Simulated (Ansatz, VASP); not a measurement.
BeS: VASP beside Ansatz

The input INCAR:

```
SYSTEM = BeS
  ALGO = Normal
  EDIFF = 1E-6
  ENCUT = 600
  GGA = PE
  GGA_COMPAT = .False.
  ISIF = 2
  ISMEAR = 0
  LASPH = .True.
  LCHARG = .False.
  LREAL = .False.
  LWAVE = .False.
  NBANDS = 11
  NELM = 120
  PREC = Accurate
  SIGMA = 0.02
```

The input KPOINTS:

```
k-points
0
Gamma
  8 8 8
  0 0 0
```

Contents of POSCAR:

```
BeS
1.0
    0.0000000000      2.3363581202      2.3363581202
    2.3363581202      0.0000000000      2.3363581202
    2.3363581202      2.3363581202      0.0000000000
Be S
1 1
Direct
    0.5000000000      0.5000000000      0.5000000000
    0.2500000000      0.2500000000      0.2500000000
```

Input for Ansatz:

```yaml
crystal:
  lattice:
    - [0.0, 2.3363581202, 2.3363581202]
    - [2.3363581202, 0.0, 2.3363581202]
    - [2.3363581202, 2.3363581202, 0.0]
  atoms:
    - { symbol: Be, position: [0.5, 0.5, 0.5] }
    - { symbol: S, position: [0.25, 0.25, 0.25] }
basis:
  ecutwfc: 420
kpoints:
  mp_grid: { grid: [8, 8, 8] }
hamiltonian:
  xc: pbe
scf:
  occupations: { method: gaussian, width: 0.02 }
output:
  forces: true
  stress: true
  eigenvalues: true
```

Alike in both runs: task single point; functional PBE; k mesh 8 × 8 × 8; occupations gaussian, width 0.02 eV; no spin polarisation.

|  | VASP | Ansatz |
| --- | --- | --- |
| version | VASP 6.6.1 | Ansatz 0.2.0 |
| potentials or method | VASP PAW PBE potentials, release 64 (Be, S), cutoff 600 eV | scalar-relativistic, plane waves, PAW |
| valence electrons in the cell | 8 | 8 |

Ansatz gave:

* gap on the k mesh at the Fermi level (eV): 2.83
* least direct gap on the mesh (eV): 5.57
* pressure (GPa): 15.1

Question: Which values does VASP return?

Answer: gap on the k mesh at the Fermi level (eV): 2.83; least direct gap on the mesh (eV): 5.59; pressure (GPa): 15.1.

With one functional, cell and mesh, what is left measures potentials, basis and numerics.
